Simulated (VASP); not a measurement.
A run of VASP 6.6.1:

The input INCAR:

```
SYSTEM = Al
PREC = Accurate ; ENCUT = 520
EDIFF = 1E-7 ; ISMEAR = -1
SIGMA = 0.05 ; LREAL = .False.
LASPH = .True. ; NELM = 100
ALGO = Normal ; ISIF = 2
LWAVE = .False. ; LCHARG = .False.
GGA = PE ; NBANDS = 10
```

Contents of KPOINTS:

```
regular mesh
0
Gamma
  6 6 8
  0 0 0
```

The input POSCAR:

```
Al
1.0
    4.5467300000     -0.0227336500      0.0000000000
   -2.2930579000      3.9489468500      0.0000000000
    0.0000000000      0.0000000000      2.7539300000
Al
2
Direct
    0.3333300000      0.6666700000      0.5000000000
    0.6666700000      0.3333300000      0.5000000000
```

Potentials or basis: VASP PAW PBE potentials, release 64 (Al).

Run with:

```console
$ cat potpaw_PBE.64/Al/POTCAR > POTCAR
$ mpirun -np 1 vasp_std > vasp.out
```

Hardware: 1 thread of Intel(R) Xeon(R) Platinum 8259CL CPU @ 2.50GHz (Skylake/Cascade Lake), on a shared host.

**Question.** How long does it take, and how much memory?

**Answer.** It took 29 s on 1 thread of Intel(R) Xeon(R) Platinum 8259CL CPU @ 2.50GHz (Skylake/Cascade Lake), on a shared host, peak memory 0.18 GiB. Counts: scf iterations 13, k points 100.
